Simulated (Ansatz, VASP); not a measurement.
**Two plane-wave programs on NiGe3**

```
Ni Ge
1.0
     0.00000    3.20738    3.20738
     3.20738    0.00000    3.20738
     3.20738    3.20738    0.00000
Ni Ge
1 3
Direct
  0.00000 0.00000 0.00000
  0.25000 0.25000 0.25000
  0.75000 0.75000 0.75000
  0.50000 0.50000 0.50000
```

Change from the starting cell: species swapped into the GaHg3 type (Fm-3m, No. 225).

Alike in both runs: functional PBE; k mesh 12 × 12 × 12; occupations gaussian, width 0.1 eV; no spin polarisation.

Ansatz relaxed the structure, and its values are those at the end. VASP's run is a single point on that final structure, the one shown.

|  | VASP | Ansatz |
| --- | --- | --- |
| version | VASP 6.6.1 | Ansatz 0.2.0 |
| potentials or method | VASP PAW PBE potentials, release 64 (Ni, Ge_d), cutoff 520 eV | scalar-relativistic, plane waves, PAW |
| valence electrons in the cell | 52 | 60 |

|  | VASP | Ansatz | Ansatz less VASP |
| --- | --- | --- | --- |
| gap on the k mesh at the Fermi level (eV) | none | none | - |
| pressure (GPa) | 0.1 | 0.0 | -0.11 |

A gap of «none» marks a metal or a gap that the smearing closes. The functional is the same, so the differences come from potentials, cutoffs and numerics. VASP's potentials hold 52 valence electrons a cell and Ansatz's 60, so a difference there can come from the potentials and not from the codes.
